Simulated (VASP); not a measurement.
Write the native input for VASP 6.6.1 that does the following.

| Item | Value |
| --- | --- |
| Task | single point |
| Functional | PBE |
| Potentials or basis | VASP PAW PBE potentials, release 64 (Al, Cl) |
| Cutoff | 520 eV |
| k mesh | 12 × 12 × 2 |
| Occupations | gaussian, width 0.1 eV |
| Spin | no spin polarisation |
| Dipole correction | no |
| Further INCAR settings | ALGO = Normal; EDIFF = 1e-06; NBANDS = 26 |

The structure of Al3Cl lies in POSCAR:

```
Al3Cl
1.0
    3.1822070236      0.0000000000      0.0000000000
   -1.5911035118      2.7558721226      0.0000000000
    0.0000000000      0.0000000000     18.0213594594
Al Cl
6 2
Direct
    0.3333333333      0.6666666667      0.7106931887
    0.0000000000      0.0000000000      0.8227554148
    0.6666666667      0.3333333333      0.9408515300
    0.6666666667      0.3333333333      0.2893068113
    0.0000000000      0.0000000000      0.1772445852
    0.3333333333      0.6666666667      0.0591484700
    0.6666666667      0.3333333333      0.6171776903
    0.3333333333      0.6666666667      0.3828223097
```

These files were run (other wordings do the same):

INCAR

```
ALGO = Normal
EDIFF = 1E-6
ENCUT = 520
GGA = PE
ISIF = 2
ISMEAR = 0
LASPH = True
LCHARG = True
LELF = True
LREAL = False
LVHAR = True
LWAVE = False
NBANDS = 26
NELM = 80
PREC = Accurate
SIGMA = 0.1
```

KPOINTS

```
k-points
0
Gamma
  12 12 2
```

Potentials or basis: VASP PAW PBE potentials, release 64 (Al, Cl).

Launch:

```sh
$ cat potpaw_PBE.64/Al/POTCAR potpaw_PBE.64/Cl/POTCAR > POTCAR
$ mpirun -np 1 vasp_std > vasp.out
```

Results of the run:

* Pressure: -0.1 GPa
* Largest force: 0.005 eV/Å
* Band gap on the k mesh: zero (bands 16 and 17 overlap by 5.56 eV)

Caveat: this functional lacks dispersion, which binds layers or chains, so the pressure and a relaxed spacing across them are unreliable.

It took 110 s on 1 thread of Intel(R) Xeon(R) Platinum 8559C (Emerald Rapids), on a shared host, peak memory 0.32 GiB.
